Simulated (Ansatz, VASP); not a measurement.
## ZnCu in VASP and in Ansatz

```
Zn Cu
1.0
     2.94500    0.01473    0.01473
     0.01473    2.94500    0.01473
     0.01473    0.01473    2.94500
Zn Cu
1 1
Direct
  0.50000 0.50000 0.50000
  0.00000 0.00000 0.00000
```

Change from the starting cell: equal xy, yz and zx shear strains of +1 %, PAW files.

Alike in both runs: task electric field gradients; functional PBEsol; k mesh 14 × 14 × 14; occupations fermi-dirac, width 0.05 eV; no spin polarisation.

```csv
,VASP,Ansatz
version,VASP 6.6.1,Ansatz 0.2.0
potentials or method,"VASP PAW PBE potentials, release 64 (Zn, Cu)","PAW with Ansatz's default frozen-core files, scalar-relativistic"
plane-wave cutoff (eV),520,420
valence electrons in the cell,23,31
```

|  | VASP | Ansatz | Ansatz less VASP |
| --- | --- | --- | --- |
| pressure (GPa) | -4.0 | -4.7 | -0.65 |
| traceless stress, the component that is largest in VASP (GPa) | -0.90 | -0.89 | +0.004 |
| size of Vzz on the site where it differs most (V/Å²) | 2.5 | 1.9 | -0.67 |

VASP's potentials were made for PBE, not for PBEsol. VASP's potentials hold 23 valence electrons a cell and Ansatz's 31, so a difference there can come from the potentials and not from the codes.
